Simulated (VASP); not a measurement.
# Sr: single point with PBE-based screened hybrid with 25 % exact exchange

Sr:

```xyz
1
Lattice="0.0000 3.0423 3.0423 3.0423 0.0000 3.0423 3.0423 3.0423 0.0000" Properties=species:S:1:pos:R:3 pbc="T T T"
Sr    0.0000    0.0000    0.0000
```

* Program: VASP 6.6.1
* Task: single point
* Functional: PBE-based screened hybrid with 25 % exact exchange
* Potentials or basis: VASP PAW PBE potentials, release 64 (Sr_sv)
* Cutoff: 520 eV
* k mesh: 6 × 6 × 6
* Occupations: methfessel-paxton, width 0.01 eV
* Spin: no spin polarisation
* Dipole correction: no
* Grid for exact exchange (PRECFOCK): Normal
* Share of exact exchange: 0.25
* Further INCAR settings: ALGO = Normal; EDIFF = 1e-07; NBANDS = 11
* Screening parameter: 0.3 1/Å

* Pressure: 0.0 GPa
* Band gap on the k mesh: zero (bands 5 and 6 overlap by 0.08 eV)

Levels at points of the mesh, in eV from the Fermi level:
```
           k point  band 2  band 3  band 4  band 5  band 6  band 7  band 8  band 9
(0.00, 0.00, 0.00)  -20.10  -20.10  -20.10   -4.06    2.75    2.75    2.75    4.27
(0.50, 0.00, 0.00)  -20.29  -20.13  -20.13   -1.10   -0.09    2.56    2.56    5.37
(0.50, 0.50, 0.00)  -20.27  -20.17  -20.17   -0.63    0.63    1.03    5.37    5.47
```

Wall time 33 min on 1 thread of Intel Xeon 8259CL, with other jobs on the host, peak memory 0.3 GiB.

Caveat: the PAW data sets were made with another functional, which shifts forces and pressure a little.
